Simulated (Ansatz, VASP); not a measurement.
# Mn: VASP beside Ansatz

INCAR

```
SYSTEM = Mn
PREC     = Accurate       ! precision mode
ENCUT    = 500            ! plane-wave cutoff, eV
EDIFF    = 1E-6           ! SCF threshold, eV
ISMEAR   = 0              ! smearing method
SIGMA    = 0.1            ! smearing width, eV
LREAL    = .FALSE.        ! projectors in reciprocal space
LASPH    = .TRUE.         ! aspherical terms in the spheres
NELM     = 200            ! most SCF steps
ALGO     = Normal         ! electronic algorithm
ISIF     = 2              ! what is computed and relaxed
LWAVE    = .FALSE.        ! write WAVECAR
LCHARG   = .FALSE.        ! write CHGCAR
ISPIN    = 2              ! spin polarisation
MAGMOM   = 2              ! initial moments
LORBIT   = 11             ! projections on sites
LMAXMIX  = 4              ! l up to which the mixer works
GGA      = PE             ! functional
NBANDS   = 16             ! bands
GGA_COMPAT= .FALSE.
```

KPOINTS

```
Automatic mesh
0
G
  2 2 2
  0 0 0
```

POSCAR

```
Mn
1.0
   -1.3932737400      1.3932737400      1.3932737400
    1.3932737400     -1.3932737400      1.3932737400
    1.3932737400      1.3932737400     -1.3932737400
Mn
1
Direct
    0.0000000000      0.0000000000      0.0000000000
```

Input for Ansatz:

```yaml
crystal:
  lattice:
    - [-1.39327374, 1.39327374, 1.39327374]
    - [1.39327374, -1.39327374, 1.39327374]
    - [1.39327374, 1.39327374, -1.39327374]
  atoms:
    - { symbol: Mn, position: [0.0, 0.0, 0.0], spin: 2.0 }
basis:
  ecutwfc: 420
kpoints:
  mp_grid: { grid: [2, 2, 2] }
hamiltonian:
  xc: pbe
scf:
  occupations: { method: gaussian, width: 0.1 }
  n_extra_bands: 8
  self_checks: high
output:
  forces: true
  stress: true
  eigenvalues: true
  populations: true
magnetization:
  spin_polarized: true
```

Alike in both runs: task single point; functional PBE; k mesh 2 × 2 × 2; occupations gaussian, width 0.1 eV; collinear spin.

```csv
,VASP,Ansatz
version,VASP 6.6.1,Ansatz 0.2.0
potentials or method,"VASP PAW PBE potentials, release 64 (Mn_pv), cutoff 500 eV","scalar-relativistic, plane waves, PAW"
valence electrons in the cell,13,15
```

```tsv
	VASP	Ansatz	Ansatz less VASP
pressure (GPa)	25.0	25.1	+0.10
net moment per atom (μB)	2.50	2.50	0.000
size of the moment on the site where the two differ most (μB)	2.14	1.95	-0.198
```

Site moments also hang on the region over which each program counts them. With one functional, cell and mesh, what is left measures potentials, basis and numerics. VASP's potentials hold 13 valence electrons a cell and Ansatz's 15, so a difference there can come from the potentials and not from the codes.

The k mesh is coarse, so the values compare programs but aren't converged.
